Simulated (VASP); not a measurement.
Crystal: GaN.

```
CELL_PARAMETERS angstrom
0.00000 2.20750 2.20750
2.20750 0.00000 2.20750
2.20750 2.20750 0.00000
ATOMIC_POSITIONS crystal
Ga 0.00000 0.00000 0.00000
N 0.25000 0.25000 0.25000
```

Base run:

| Item | Value |
| --- | --- |
| Program | VASP 6.6.1 |
| Functional | r2SCAN |
| Dispersion | D3(BJ) |
| Potentials or basis | VASP PAW PBE potentials, release 64 (Ga_d, N_h) |
| Cutoff | 1460 eV |
| k mesh | 10 × 10 × 10 |
| Occupations | fermi-dirac, width 0.05 eV |
| Spin | no spin polarisation |

Its results: band gap on the k mesh 2.53 eV; pressure 11.6 GPa.

**Question.** The run is repeated on the same cell with these changes: functional from r2SCAN to BLYP; dispersion from D3(BJ) to none; cutoff from 1460 eV to 1330 eV. What comes out?

**Answer.** Band gap on the k mesh 2.23 eV; pressure 26.7 GPa.

Several settings changed at once.

Caveats: the cell stands under pressure; the PAW data sets were made with another functional, which shifts forces and pressure a little.

